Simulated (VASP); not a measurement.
# AlC2 (Cmme) in VASP: settings compared

The runs below take AlC2 through single point, with PBE, PBE+D4.

Everything below comes from runs of VASP 6.6.1. Logs are shortened: lines on timing, memory, paths and dates and some standing lists are left out, and cuts for length are marked.

### 1 The cell of the first run

It takes space group Cmme (No. 67, orthorhombic). The conventional cell has a = 4.181 Å, b = 5.401 Å, c = 6.244 Å, α = 90.00°, β = 90.00°, γ = 90.00°. Al (site symmetry mm2) has 4 C at 2.03 to 2.80 Å and 2 Al at 2.94 Å within 3.0 Å. C (site symmetry m) has 2 C at 1.37 to 1.45 Å within 1.8 Å.

The cell was generated, and may not be a known phase.

### 2 Single point, PBE

The input, INCAR:

```
SYSTEM = AlC2
ALGO     = Normal         ! electronic algorithm
EDIFF    = 1E-6           ! SCF threshold, eV
ENCUT    = 520            ! plane-wave cutoff, eV
GGA      = PE             ! functional
ISIF     = 2              ! what is computed and relaxed
ISMEAR   = 0              ! smearing method
LASPH    = .TRUE.         ! aspherical terms in the spheres
LCHARG   = .FALSE.        ! write CHGCAR
LREAL    = .FALSE.        ! projectors in reciprocal space
LWAVE    = .FALSE.        ! write WAVECAR
NBANDS   = 20             ! bands
NELM     = 100            ! most SCF steps
PREC     = Accurate       ! precision mode
SIGMA    = 0.1            ! smearing width, eV
```

The input, KPOINTS:

```
k-points
0
G
  12 12 6
  0 0 0
```

The input, POSCAR:

```
AlC2
1.0
    2.0902617154     -2.7006210265      0.0000000000
    2.0902617154      2.7006210265      0.0000000000
    0.0000000000      0.0000000000      6.2438467986
Al C
2 4
Direct
    0.2500000000      0.7500000000      0.3346219546
    0.7500000000      0.2500000000      0.6653780454
    0.9142289307      0.4142289307      0.1008234918
    0.5857710693      0.0857710693      0.1008234918
    0.0857710693      0.5857710693      0.8991765082
    0.4142289307      0.9142289307      0.8991765082
```

Potentials or basis: VASP PAW PBE potentials, release 64 (Al, C).

Run with:

```console
$ cat potpaw_PBE.64/Al/POTCAR potpaw_PBE.64/C/POTCAR > POTCAR
$ mpirun -np 1 vasp_std > vasp.out
```

OUTCAR:

```text
SYSTEM = AlC2
   EDIFF = 1E-6
   ENCUT = 520
   GGA = PE
   ISIF = 2
   ISMEAR = 0
   LASPH = .TRUE.
   LREAL = .FALSE.
   NELM = 100
   PREC = Accurate

 ion  position               nearest neighbor table
   1  0.250  0.750  0.335-   3 2.03   4 2.03   2 2.94   2 2.94
   2  0.750  0.250  0.665-   5 2.03   6 2.03   1 2.94   1 2.94
   3  0.914  0.414  0.101-   4 1.37   5 1.45   1 2.03
   4  0.586  0.086  0.101-   3 1.37   6 1.45   1 2.03
   5  0.086  0.586  0.899-   6 1.37   3 1.45   2 2.03
   6  0.414  0.914  0.899-   5 1.37   4 1.45   2 2.03

  LATTYP: Found a base centered orthorhombic cell.
 ALAT       =     4.1805234308
 B/A-ratio  =     1.2920013827
 C/A-ratio  =     1.4935562261

  Lattice vectors:

 A1 = (   2.0902617154,  -2.7006210265,   0.0000000000)
 A2 = (   2.0902617154,   2.7006210265,   0.0000000000)
 A3 = (   0.0000000000,   0.0000000000,   6.2438467986)

Analysis of symmetry for initial positions (statically):
=====================================================================
 Subroutine PRICEL returns:
 Original cell was already a primitive cell.

 Routine SETGRP: Setting up the symmetry group for a
 base centered orthorhombic supercell.

 Subroutine GETGRP returns: Found  8 space group operations
 (whereof  4 operations were pure point group operations)
 out of a pool of  8 trial point group operations.

The static configuration has the point symmetry C_2h.
 The point group associated with its full space group is D_2h.

Analysis of symmetry for dynamics (positions and initial velocities):
=====================================================================
 Subroutine PRICEL returns:
 Original cell was already a primitive cell.

 Routine SETGRP: Setting up the symmetry group for a
 base centered orthorhombic supercell.

 Subroutine GETGRP returns: Found  8 space group operations
 (whereof  4 operations were pure point group operations)
 out of a pool of  8 trial point group operations.

The dynamic configuration has the point symmetry C_2h.
 The point group associated with its full space group is D_2h.

 Subroutine INISYM returns: Found  8 space group operations
 (whereof  4 operations are pure point group operations),
 and found     1 'primitive' translations

----------------------------------------------------------------------------------------

                                     Primitive cell

  volume of cell :      70.4931

  direct lattice vectors                    reciprocal lattice vectors
     2.090261715 -2.700621026  0.000000000     0.239204496 -0.185142601  0.000000000
     2.090261715  2.700621026  0.000000000     0.239204496  0.185142601  0.000000000
     0.000000000  0.000000000  6.243846799     0.000000000  0.000000000  0.160157677

  length of vectors
     3.415047286  3.415047286  6.243846799     0.302484005  0.302484005  0.160157677

  position of ions in fractional coordinates (direct lattice)
     0.250000000  0.750000000  0.334621955
     0.750000000  0.250000000  0.665378045
     0.914228931  0.414228931  0.100823492
     0.585771069  0.085771069  0.100823492
     0.085771069  0.585771069  0.899176508
     0.414228931  0.914228931  0.899176508

  ion indices of the primitive-cell ions
   primitive index   ion index
                 1           1
                 2           2
                 3           3
                 4           4
                 5           5
                 6           6

----------------------------------------------------------------------------------------

 KPOINTS: k-points

Automatic generation of k-mesh.
 Grid dimensions read from file:
 generate k-points for:   12   12    6

 Generating k-lattice:

  Cartesian coordinates                     Fractional coordinates (reciprocal lattice)
     0.019933708 -0.015428550  0.000000000     0.083333333  0.000000000  0.000000000
     0.019933708  0.015428550  0.000000000     0.000000000  0.083333333  0.000000000
     0.000000000  0.000000000  0.026692946     0.000000000  0.000000000  0.166666667

  Length of vectors
     0.025207000  0.025207000  0.026692946

  Shift w.r.t. Gamma in fractional coordinates (k-lattice)
     0.000000000  0.000000000  0.000000000

 Subroutine IBZKPT returns following result:
 ===========================================

 Found    172 irreducible k-points:

 Following reciprocal coordinates:
            Coordinates               Weight
  0.000000  0.000000  0.000000      1.000000
  0.083333 -0.000000  0.000000      4.000000
  0.166667 -0.000000  0.000000      4.000000
  0.250000  0.000000  0.000000      4.000000
  0.333333  0.000000  0.000000      4.000000
  0.416667 -0.000000  0.000000      4.000000
[... 16 lines left out ...]
  0.500000  0.166667  0.000000      4.000000
 -0.416667  0.166667  0.000000      4.000000
 [... further k-points ...]
   k-points           NKPTS =    172   k-points in BZ     NKDIM =    172   number of bands    NBANDS=     20
   number of dos      NEDOS =    301   number of ions     NIONS =      6
   total plane-waves  NPLWV =  37632
   dimension x,y,z NGX =    28 NGY =   28 NGZ =   48
   dimension x,y,z NGXF=    56 NGYF=   56 NGZF=   96
   ions per type =               2   4
   NGX,Y,Z   is equivalent  to a cutoff of  13.63, 13.63, 12.78 a.u.
   NGXF,Y,Z  is equivalent  to a cutoff of  27.26, 27.26, 25.56 a.u.
 SYSTEM =  AlC2
   PREC   = accura    normal or accurate (medium, high low for compatibility)
   ISTART =      0    job   : 0-new  1-cont  2-samecut
   ICHARG =      2    charge: 1-file 2-atom 10-const
   ISPIN  =      1    spin polarized calculation?
   LNONCOLLINEAR =      F non collinear calculations
   LSORBIT =      F    spin-orbit coupling
   LASPH  =      T    aspherical Exc in radial PAW
   ENCUT  =  520.0 eV  38.22 Ry    6.18 a.u.   6.35  6.35 11.61*2*pi/ulx,y,z
   NELM   =    100;   NELMIN=  2; NELMDL= -5     # of ELM steps
   EDIFF  = 0.1E-05   stopping-criterion for ELM
   LREAL  =      F    real-space projection
   EDIFFG = 0.1E-04   stopping-criterion for IOM
   NSW    =      0    number of steps for IOM
   IBRION =     -1    ionic relax: 0-MD 1-quasi-New 2-CG
   NFREE  =      0    steps in history (QN), initial steepest desc. (CG)
   ISIF   =      2    stress and relaxation
   ISYM   =      2    0-nonsym 1-usesym 2-fastsym
   POTIM  = 0.5000    time-step for ionic-motion
   TEBEG  =    0.0;   TEEND  =   0.0 temperature during run
   PSTRESS=    0.0 pullay stress
   NELECT =      22.0000    total number of electrons
   NUPDOWN=      -1.0000    fix difference up-down
   EMIN   =  10.00;   EMAX   =-10.00  energy-range for DOS
   EFERMI =   0.00;   METHOD = LEGACY
   ISMEAR =     0;   SIGMA  =   0.10  broadening in eV -4-tet -1-fermi 0-gaus
   EFERMI_NEDOS =   21; number of points for ismear=-14 and -15
   IALGO  =     38    algorithm
   IMIX   =      4    mixing-type and parameters
     AMIX     =   0.40;   BMIX     =  1.00
     AMIX_MAG =   1.60;   BMIX_MAG =  1.00
  volume/ion in A,a.u.               =      11.75        79.29
  Fermi-wavevector in a.u.,A,eV,Ry     =   1.110453  2.098452 16.777426  1.233106
  Thomas-Fermi vector in A             =   2.247005
   LORBIT       =      0    0 simple, 1 ext, 2 COOP (PROOUT), +10 PAW based schemes
   GGA     = PE    functional components
   LHFCALC =     F    Hartree Fock is set to
   AEXX    =    0.0000 exact exchange contribution
   IVDW    =     0    specifies the selected vdW correction
   LEPSILON=     F    determine dielectric tensor
   LRPA    =     F    only Hartree local field effects (RPA)
 non-spin polarized calculation
 Gauss-broadening in eV      SIGMA  =   0.10
  energy-cutoff  :      520.00
  volume of cell :       70.49
 maximum number of plane-waves:      1924
 NGX is ok and might be reduce to    28
   NGX = 13   NGY = 13   NGZ = 23

 number of electron      22.0000000 magnetization

 Free energy of the ion-electron system (eV)
  ---------------------------------------------------
  ext. energy  EPLUGINS =         0.00000000
  ---------------------------------------------------
  free energy    TOTEN  =       -40.29247494 eV

  energy without entropy =      -40.28782631  energy(sigma->0) =      -40.29015062

 E-fermi :   5.5337     XC(G=0): -10.3125

 val. band max:        5.5257611540   @ k =   0.4167   0.1667   0.1667
 cond. band min:       5.5452268356   @ k =  -0.1667   0.0833   0.0000
 fundamental gap:      0.0194656816
 Fermi energy:         5.5337096271

 k-point     1 :       0.0000    0.0000    0.0000
  band No.  band energies     occupation
      1     -11.7305      2.00000
      2      -6.9365      2.00000
      3      -4.4448      2.00000
      4      -2.5641      2.00000
      5      -2.5386      2.00000
      6      -0.0744      2.00000
[... 12 lines left out ...]
     19      13.2380      0.00000
     20      13.7756      0.00000

 k-point     2 :       0.0833   -0.0000    0.0000
  band No.  band energies     occupation
      1     -11.6693      2.00000
      2      -7.0194      2.00000
      3      -4.5571      2.00000
      4      -2.4928      2.00000
      5      -2.2729      2.00000
      6      -0.1945      2.00000
[... 12 lines left out ...]
     19      13.3214      0.00000
     20      13.8456      0.00000

 k-point     3 :       0.1667   -0.0000    0.0000
  band No.  band energies     occupation
      1     -11.4868      2.00000
      2      -7.2967      2.00000
      3      -4.6809      2.00000
      4      -2.2946      2.00000
      5      -1.6594      2.00000
      6      -0.5146      2.00000
[... 12 lines left out ...]
     19      13.8349      0.00000
     20      14.0106      0.00000

 k-point     4 :       0.2500    0.0000    0.0000
  band No.  band energies     occupation
      1     -11.1874      2.00000
      2      -7.7773      2.00000
      3      -4.6041      2.00000
      4      -2.0695      2.00000
      5      -0.9021      2.00000
      6      -0.8761      2.00000
[... 429 lines left out ...]
 k-point    23 :       0.5000    0.1667    0.0000
  band No.  band energies     occupation
      1     -10.1485      2.00000
      2      -8.8730      2.00000
      3      -3.9162      2.00000
      4      -2.5559      2.00000
      5      -0.4131      2.00000
      6       0.0090      2.00000
[... 12 lines left out ...]
     19      13.9418      0.00000
     20      14.7452      0.00000

 k-point    24 :      -0.4167    0.1667    0.0000
  band No.  band energies     occupation
      1     -10.5954      2.00000
      2      -8.1603      2.00000
      3      -4.3906      2.00000
      4      -1.9973      2.00000
      5      -0.8538      2.00000
      6      -0.6894      2.00000
[... 12 lines left out ...]
     19      14.1731      0.00000
     20      14.3021      0.00000

 [... further k-points ...]

------------------------ aborting loop because EDIFF is reached ----------------------------------------

  FORCE on cell =-STRESS in cart. coord.  units (eV):
  Direction    XX          YY          ZZ          XY          YZ          ZX
  --------------------------------------------------------------------------------------
  -------------------------------------------------------------------------------------
  Total        0.1666107     -0.0073566      0.0475069      0.0000000     -0.0000000      0.0000000
  in kB        3.7867526     -0.1672029      1.0797437      0.0000000     -0.0000000      0.0000000
  external PRESSURE =       1.5664311 kB  Pullay stress =       0.0000000 kB

 VOLUME and BASIS-vectors are now :
 -----------------------------------------------------------------------------
  energy-cutoff  :      520.00
  volume of cell :       70.49
      direct lattice vectors                 reciprocal lattice vectors
     2.090261715 -2.700621026  0.000000000     0.239204496 -0.185142601  0.000000000
     2.090261715  2.700621026  0.000000000     0.239204496  0.185142601  0.000000000
     0.000000000  0.000000000  6.243846799     0.000000000  0.000000000  0.160157677

 POSITION                                       TOTAL-FORCE (eV/Angst)
 -----------------------------------------------------------------------------------
      2.09026      1.35031      2.08933         0.000000      0.000000     -0.000449
      2.09026     -1.35031      4.15452         0.000000      0.000000      0.000449
      2.77682     -1.35031      0.62953         0.024063      0.000000      0.033823
      1.40370     -1.35031      0.62953        -0.024063      0.000000      0.033823
      1.40370      1.35031      5.61432        -0.024063      0.000000     -0.033823
      2.77682      1.35031      5.61432         0.024063      0.000000     -0.033823
 -----------------------------------------------------------------------------------
    total drift:                                0.000000      0.000000      0.000000

  FREE ENERGIE OF THE ION-ELECTRON SYSTEM (eV)
  ---------------------------------------------------
  free  energy   TOTEN  =       -40.2924749408 eV

  energy  without entropy=      -40.2878263083  energy(sigma->0) =      -40.29015062
```

Wall time 5.4 min (1 thread of Intel Xeon 8259CL, shared host); peak memory 0.32 GiB.

Results:

| Item | Value |
| --- | --- |
| Free energy | -40.2925 eV |
| Pressure | 0.2 GPa |
| Largest force | 0.042 eV/Å |
| Band gap on the k mesh | zero (bands 11 and 12 overlap by 2.24 eV) |

Forces on the atoms (eV/Å):
```
Al   0.000  0.000  0.000
Al   0.000  0.000  0.000
C    0.024  0.000  0.034
C   -0.024  0.000  0.034
C   -0.024  0.000 -0.034
C    0.024  0.000 -0.034
```

Stress tensor (GPa, compression positive):
```
 0.38  0.00  0.00
 0.00 -0.02  0.00
 0.00  0.00  0.11
```

Levels at points of the mesh, in eV from the Fermi level:
```tsv
k point	band 7	band 8	band 9	band 10	band 11	band 12	band 13	band 14	band 15	band 16
(0.00, 0.00, 0.00)	-2.77	-2.17	-1.42	-1.04	0.41	0.41	2.73	4.41	5.64	6.11
(0.50, 0.00, 0.00)	-3.98	-3.98	-3.02	-3.02	0.26	0.26	2.66	2.66	6.02	6.02
(0.50, 0.50, 0.00)	-4.27	-3.99	-2.61	-1.47	-1.18	0.74	1.46	3.51	3.90	5.45
(0.00, 0.00, 0.50)	-4.16	-2.89	-2.17	-1.00	0.44	0.84	3.85	4.84	5.47	5.55
(0.50, 0.00, 0.50)	-3.80	-3.80	-2.33	-2.33	-1.57	-1.57	2.74	2.74	6.17	6.17
(0.50, 0.50, 0.50)	-4.53	-3.51	-2.83	-1.00	-0.50	0.76	1.97	2.33	3.52	3.53
```

### 3 Single point, PBE+D4

The input, INCAR:

```
SYSTEM = AlC2
  PREC = Accurate
  ENCUT = 520
  EDIFF = 1E-6
  ISMEAR = 0
  SIGMA = 0.1
  LREAL = .False.
  LASPH = .True.
  NELM = 80
  ALGO = Normal
  ISIF = 2
  LWAVE = .False.
  LCHARG = .False.
  GGA = PE
  IVDW = 13
  NBANDS = 20
```

The input, KPOINTS:

```
regular mesh
0
Gamma
  12 12 6
  0 0 0
```

POSCAR is that of step 2.

Potentials or basis: VASP PAW PBE potentials, release 64 (Al, C).

Run with:

```console
$ cat potpaw_PBE.64/Al/POTCAR potpaw_PBE.64/C/POTCAR > POTCAR
$ mpirun -np 1 vasp_std > vasp.out
```

It took 5.8 min on 1 thread of Intel Xeon 8259CL, shared host; peak memory 0.32 GiB.

Results (log left out):

```
Free energy                : -41.7169 eV
Pressure                   : -2.8 GPa
Largest force              : 0.039 eV/Å
Band gap on the k mesh     : zero (bands 11 and 12 overlap by 2.24 eV)
Dispersion energy per atom : -0.237 eV
```

Forces in eV/Å, atoms in the order of the input:
```
Al   0.000  0.000 -0.033
Al   0.000  0.000  0.033
C    0.028  0.000  0.028
C   -0.028  0.000  0.028
C   -0.028  0.000 -0.028
C    0.028  0.000 -0.028
```

Stress tensor (GPa, compression positive):
```
-2.58  0.00  0.00
 0.00 -2.96  0.00
 0.00  0.00 -2.77
```

Levels at points of the mesh, in eV from the Fermi level:
```csv
k point,band 8,band 9,band 10,band 11,band 12,band 13,band 14,band 15
"(0.00, 0.00, 0.00)",-2.17,-1.42,-1.04,0.41,0.41,2.73,4.41,5.64
"(0.50, 0.00, 0.00)",-3.98,-3.02,-3.02,0.26,0.26,2.66,2.66,6.02
"(0.50, 0.50, 0.00)",-3.99,-2.61,-1.47,-1.18,0.74,1.46,3.51,3.90
"(0.00, 0.00, 0.50)",-2.89,-2.17,-1.00,0.44,0.84,3.85,4.84,5.47
"(0.50, 0.00, 0.50)",-3.80,-2.33,-2.33,-1.57,-1.57,2.74,2.74,6.17
"(0.50, 0.50, 0.50)",-3.51,-2.83,-1.00,-0.50,0.76,1.97,2.33,3.52
```
